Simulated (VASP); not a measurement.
Here is a VASP 6.6.1 calculation.

POSCAR

```
Sb
1.0
    0.1733647600      2.3885337500      2.4958692300
    2.4173055400      0.0646925500      2.6045414300
    2.3204533900      2.4003538000      0.1615447000
Sb
1
Direct
    0.0000000000      0.0000000000      0.0000000000
```

File INCAR.step1:

```
SYSTEM = Sb
PREC = Accurate
ENCUT = 600
EDIFF = 1E-5
ISMEAR = -1
SIGMA = 0.05
LREAL = .FALSE.
LASPH = .TRUE.
NELM = 60
ALGO = Normal
LWAVE = .TRUE.
LCHARG = .FALSE.
GGA = PE
NBANDS = 8
```

File INCAR.step2:

```
SYSTEM = Sb
PREC = Accurate
ENCUT = 600
EDIFF = 1E-7
ISMEAR = -1
SIGMA = 0.05
LREAL = .FALSE.
LASPH = .TRUE.
NELM = 60
ALGO = Normal
ISIF = 3
LWAVE = .FALSE.
LCHARG = .FALSE.
GGA = PE
LHFCALC = .TRUE.
AEXX = 0.25
PRECFOCK = Normal
IBRION = 2
NSW = 60
EDIFFG = -0.01
ISTART = 1
```

File KPOINTS:

```
Automatic mesh
0
G
  5 5 5
  0 0 0
```

Potentials or basis: VASP PAW PBE potentials, release 64 (Sb).

The run is started by

```sh
$ cat potpaw_PBE.64/Sb/POTCAR > POTCAR
$ cp INCAR.step1 INCAR
$ mpirun -np 1 vasp_std > vasp.out
$ cp INCAR.step2 INCAR
$ mpirun -np 1 vasp_std > vasp.out
```

Task: Estimate the space group after relaxing (to 0.1 Å).

Result: C2/m (No. 12).

Task: Estimate the relaxed cell.

Result: a = 3.440 Å, b = 3.556 Å, c = 3.302 Å, α = 59.08°, β = 54.90°, γ = 55.32°.

Task: Estimate the relaxed volume.

Result: 26.11 Å³/atom.

Task: Predict the band gap on the k mesh.

Result: Zero (an odd number of electrons rules out a gap without spin polarisation).

Final structure:
```
Sb
1.0
     0.17607    2.38585    2.47173
     2.41493    0.03477    2.61056
     2.27402    2.38726    0.17563
Sb
1
Direct
  0.00000 0.00000 0.00000
```

Caveat: the k points lie up to 0.48 Å⁻¹ apart in the final cell, too coarse for converged energies and pressures of a metal; the PAW data sets were made with another functional, which shifts forces and pressure a little; spin-orbit coupling is left out, which moves the levels of the heavy elements.
